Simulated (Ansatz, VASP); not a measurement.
SrO in VASP and in Ansatz

```xyz
2
Lattice="0.0000 2.5698 2.6469 2.5698 0.0000 2.6469 2.5698 2.5698 0.0000" Properties=species:S:1:pos:R:3 pbc="T T T"
Sr    0.0000    0.0000    0.0000
O     2.5698    2.5698    2.6469
```

Change from the starting cell: zz strain of +3 %, crystal datasets.

Alike in both runs: task electric field gradients; functional LDA; k mesh 8 × 8 × 8; occupations fermi-dirac, width 0.02 eV; no spin polarisation.

```csv
,VASP,Ansatz
version,VASP 6.6.1,Ansatz 0.2.0
potentials or method,"VASP PAW LDA potentials, release 64 (Sr_sv, O), cutoff 520 eV","all-electron PAW with datasets made for the crystal, scalar-relativistic"
```

```csv
,VASP,Ansatz,Ansatz less VASP
gap on the k mesh at the Fermi level (eV),3.06,3.11,+0.055
pressure (GPa),-5.7,-6.4,-0.61
"traceless stress, the component that is largest in VASP (GPa)",-1.99,-1.86,+0.134
size of Vzz on the site where it differs most (V/Å²),9.9,9.4,-0.46
```

LDA's correlation is that of Perdew and Zunger in VASP and of Perdew and Wang (1992) in Ansatz. Ansatz ran all-electron here, and VASP with PAW potentials.
